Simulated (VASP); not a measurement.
Here is a VASP 6.6.1 calculation.

Contents of INCAR:

```
PREC = Accurate
ENCUT = 520
EDIFF = 1E-8
ISMEAR = -1
SIGMA = 0.02
LREAL = False
LASPH = True
NELM = 100
ALGO = Normal
ISIF = 2
LWAVE = False
LCHARG = False
GGA = PS
LEFG = True
NBANDS = 13
```

KPOINTS

```
regular mesh
0
Gamma
  10 10 10
```

Contents of POSCAR:

```
O
1.0
    1.4041122177      0.8106645668      3.3622362452
   -1.4041122177      0.8106645668      3.3622362452
    0.0000000000     -1.6213291337      3.3622362452
O
2
Direct
    0.0577000000      0.0577000000      0.0577000000
    0.9423000000      0.9423000000      0.9423000000
```

Potentials or basis: VASP PAW PBE potentials, release 64 (O).

Run with:

```bash
$ cat potpaw_PBE.64/O/POTCAR > POTCAR
$ mpirun -np 1 vasp_std > vasp.out
```

**Question.** Estimate the band gap on the k mesh.

**Answer.** Zero (band 6 reaches 1.66 eV, above the bottom of band 7 at 0.25 eV).

**Question.** Estimate the largest force.

**Answer.** 5.650 eV/Å.

**Question.** What does it give for the pressure?

**Answer.** 11.2 GPa.

Forces in eV/Å, atoms in the order of the input:
```
O    0.000  0.000  5.650
O    0.000  0.000 -5.650
```

Caveat: the standard files for N, O and F lose accuracy on very short bonds; spin is off for a triplet molecule; without QUAD_EFG the Cq values of the log hold for a quadrupole moment of 1 mb, not for the nuclei; the PAW data sets were made with another functional, which shifts forces and pressure a little.
